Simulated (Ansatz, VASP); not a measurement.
**One calculation of In6O, two programs**

```xyz
7
Lattice="3.3803 0.0071 -0.1459 1.6855 2.9323 -0.0035 0.7751 -0.4205 17.5009" Properties=species:S:1:pos:R:3 pbc="T T T"
In    3.4508    1.3615    1.6951
In    2.3887    1.9935   15.9109
In    1.8937    2.2623    4.6428
In    3.8368    1.1533   10.1246
In    2.0253    0.2406    7.3760
In    5.6414    2.0695   12.7600
O     0.7466    0.9881   17.0423
```

Change from the starting cell: the structure that the rattled cell fell into.

Alike in both runs: functional PBE; k mesh 10 × 10 × 2; occupations gaussian, width 0.1 eV; no spin polarisation.

Ansatz relaxed the structure, and its values are those at the end. VASP's run is a single point on that final structure, the one shown.

|  | VASP | Ansatz |
| --- | --- | --- |
| version | VASP 6.6.1 | Ansatz 0.2.0 |
| potentials or method | VASP PAW PBE potentials, release 64 (In_d, O), cutoff 520 eV | scalar-relativistic, plane waves, PAW |
| valence electrons in the cell | 84 | 84 |

```csv
,VASP,Ansatz,Ansatz less VASP
gap on the k mesh at the Fermi level (eV),none,none,-
pressure (GPa),0.0,0.0,+0.01
rms of the force components (eV/Å),0.010,0.000,-0.0092
```

A gap of «none» marks a metal or a gap that the smearing closes. The functional is the same, so the differences come from potentials, cutoffs and numerics.
